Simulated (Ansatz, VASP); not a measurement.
# Two plane-wave programs on TiC8

Contents of INCAR:

```
  PREC = Accurate
  ENCUT = 600
  EDIFF = 1E-6
  ISMEAR = 0
  SIGMA = 0.1
  LREAL = False
  LASPH = True
  NELM = 100
  ALGO = Normal
  ISIF = 3
  LWAVE = False
  LCHARG = False
  GGA = PE
  IVDW = 12
  IBRION = 2
  NSW = 90
  EDIFFG = -0.04
```

Contents of KPOINTS:

```
regular mesh
0
Gamma
  6 6 4
```

Contents of POSCAR:

```
TiC8
1.0
    4.9120360200      0.0000000000      0.0000000000
   -2.4560180100      4.2539479800      0.0000000000
    0.0000000000      0.0000000000      4.0204105200
Ti C
1 8
Direct
    0.0000000000      0.0000000000      0.5000000000
    0.3333333300      0.6666666700      0.0000000000
    0.3333333300      0.1666666700      0.0000000000
    0.8333333300      0.6666666700      0.0000000000
    0.8333333300      0.1666666700      0.0000000000
    0.1666666700      0.8333333300      0.0000000000
    0.1666666700      0.3333333300      0.0000000000
    0.6666666700      0.8333333300      0.0000000000
    0.6666666700      0.3333333300      0.0000000000
```

Input for Ansatz:

```yaml
crystal:
  lattice:
    - [4.91203602, 0.0, 0.0]
    - [-2.45601801, 4.25394798, 0.0]
    - [0.0, 0.0, 4.02041052]
  atoms:
    - { symbol: Ti, position: [0.0, 0.0, 0.5] }
    - { symbol: C, position: [0.33333333, 0.66666667, 0.0] }
    - { symbol: C, position: [0.33333333, 0.16666667, 0.0] }
    - { symbol: C, position: [0.83333333, 0.66666667, 0.0] }
    - { symbol: C, position: [0.83333333, 0.16666667, 0.0] }
    - { symbol: C, position: [0.16666667, 0.83333333, 0.0] }
    - { symbol: C, position: [0.16666667, 0.33333333, 0.0] }
    - { symbol: C, position: [0.66666667, 0.83333333, 0.0] }
    - { symbol: C, position: [0.66666667, 0.33333333, 0.0] }
basis:
  ecutwfc: 420
kpoints:
  mp_grid: { grid: [6, 6, 4] }
hamiltonian:
  xc: pbe
  dispersion: d3bj
scf:
  occupations: { method: gaussian, width: 0.1 }
  lower_state_search: "off"
output:
  forces: true
  stress: true
  eigenvalues: true
relax:
  adjacent_minimum: "off"
  f_tol: 0.04
  max_steps: 70
  cell: { stress_tol: 0.4 }
```

Alike in both runs: task relaxation of cell and atoms; functional PBE; dispersion D3(BJ); k mesh 6 × 6 × 4; occupations gaussian, width 0.1 eV; no spin polarisation.

|  | VASP | Ansatz |
| --- | --- | --- |
| version | VASP 6.6.1 | Ansatz 0.2.0 |
| potentials or method | VASP PAW PBE potentials, release 64 (Ti_sv, C), cutoff 600 eV | scalar-relativistic, plane waves, PAW |
| valence electrons in the cell | 44 | 44 |

VASP gave:

* gap on the k mesh at the Fermi level, each at its own relaxed structure (eV): none
* relaxed volume (Å³/atom): 8.76
* relaxed cell length with the largest relative difference (Å): 3.644

Q: What did Ansatz give for the same quantities?

A: gap on the k mesh at the Fermi level, each at its own relaxed structure (eV): none; relaxed volume (Å³/atom): 8.75; relaxed cell length with the largest relative difference (Å): 3.637.

A gap of «none» marks a metal or a gap that the smearing closes.

The k mesh is coarse, so the values compare programs but aren't converged.
